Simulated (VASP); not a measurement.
Set up this calculation in VASP 6.6.1, as the native input.

- Task: single point
- Functional: PBEsol
- Potentials or basis: VASP PAW PBE potentials, release 64 (Y_sv)
- Cutoff: 520 eV
- k mesh: 13 × 13 × 13
- Occupations: methfessel-paxton, width 0.1 eV
- Spin: no spin polarisation
- Dipole correction: no
- Further INCAR settings: ALGO = Normal; EDIFF = 1e-07; NBANDS = 12

The structure of Y lies in POSCAR:

```
Y
1.0
    3.2200351821      0.0000000000      0.0000000000
    0.0000000000      3.2200351821      0.0000000000
    0.0000000000      0.0000000000      3.2200351821
Y
1
Direct
    0.0000000000      0.0000000000      0.0000000000
```

This isn't the form of Y at room conditions, which is hcp.

These files were run (other wordings do the same):

INCAR

```
SYSTEM = Y
ALGO = Normal ; EDIFF = 1E-7
ENCUT = 520 ; GGA = PS
ISIF = 2 ; ISMEAR = 1
LASPH = .TRUE. ; LCHARG = .FALSE.
LREAL = .FALSE. ; LWAVE = .FALSE.
NBANDS = 12 ; NELM = 60
PREC = Accurate ; SIGMA = 0.1
```

KPOINTS

```
k-points
0
G
  13 13 13
  0 0 0
```

Potentials or basis: VASP PAW PBE potentials, release 64 (Y_sv).

The run is started by

```bash
$ cat potpaw_PBE.64/Y_sv/POTCAR > POTCAR
$ mpirun -np 1 vasp_std > vasp.out
```

It gave:

| Property | Result |
| --- | --- |
| Pressure | -0.6 GPa |
| Band gap on the k mesh | zero (an odd number of electrons rules out a gap without spin polarisation) |

Caveat: the PAW data sets were made with another functional, which shifts forces and pressure a little.

It took 30 s on 1 thread of Intel Xeon 8259CL (shared host), peak memory 0.17 GiB.
